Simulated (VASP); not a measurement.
The system is BaTe.

```
Ba Te
1.0
     0.00000    3.41000    3.41000
     3.41000    0.00000    3.41000
     3.41000    3.41000    0.00000
Ba Te
1 1
Direct
  0.00000 0.00000 0.00000
  0.50000 0.50000 0.50000
```

| Item | Value |
| --- | --- |
| Program | VASP 6.6.1 |
| Task | relaxation of cell and atoms |
| Functional | PBE |
| Potentials or basis | VASP PAW PBE potentials, release 64 (Ba_sv, Te) |
| Cutoff | 600 eV |
| k mesh | 8 × 8 × 8 |
| Occupations | fermi-dirac, width 0.02 eV |
| Spin | no spin polarisation |

At the start: pressure 4.2 GPa; volume 39.65 Å³/atom.

Problem. How do energy, volume and symmetry change on relaxing?

Solution. Over 3 steps the energy falls by 58.1 meV/atom and the volume is 44.50 Å³/atom (+12.2 %); space group Fm-3m (No. 225, to 0.05 Å).

Step by step:
```csv
step,energy change (eV),largest force (eV/Å),pressure (GPa),volume (Å³)
1,0.0000,0.0000,4.24,79.30
2,-0.1083,0.0000,-0.85,91.98
3,-0.1163,0.0000,0.02,88.99
```

Final structure:
```xyz
2
Lattice="0.0000 3.5436 3.5436 3.5436 0.0000 3.5436 3.5436 3.5436 0.0000" Properties=species:S:1:pos:R:3 pbc="T T T"
Ba    0.0000    0.0000    0.0000
Te    3.5436    3.5436    3.5436
```

Caveat: the volume moved by +12 % from the deposited cell, more than functionals usually miss.
